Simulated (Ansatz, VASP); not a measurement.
## One calculation of Sb2P3H, two programs

```
CELL_PARAMETERS angstrom
5.33238 0.00000 0.00000
0.00000 5.33238 0.00000
0.00000 0.00000 5.58664
ATOMIC_POSITIONS crystal
Sb 0.00000 0.50000 0.00000
Sb 0.50000 0.00000 0.00000
H 0.50000 0.50000 0.50000
P 0.50000 0.50000 0.20403
P 0.50000 0.50000 0.79597
P 0.00000 0.00000 0.00000
```

Alike in both runs: task relaxation of cell and atoms; functional PBE; k mesh 8 × 8 × 8; occupations gaussian, width 0.1 eV; no spin polarisation.

|  | VASP | Ansatz |
| --- | --- | --- |
| version | VASP 6.6.1 | Ansatz 0.2.0 |
| potentials or method | VASP PAW PBE potentials, release 64 (Sb, H, P), cutoff 600 eV | scalar-relativistic, plane waves, PAW |
| valence electrons in the cell | 26 | 46 |

|  | VASP | Ansatz | Ansatz less VASP |
| --- | --- | --- | --- |
| gap on the k mesh at the Fermi level, each at its own relaxed structure (eV) | none | none | - |
| relaxed volume (Å³/atom) | 26.36 | 26.40 | +0.046 |
| relaxed length of the cell vector where the two differ most in proportion (Å) | 5.787 | 5.795 | +0.0077 |

A gap of «none» marks a metal or a gap that the smearing closes. VASP's potentials hold 26 valence electrons a cell and Ansatz's 46, so a difference there can come from the potentials and not from the codes.

Spin-orbit coupling is off throughout.
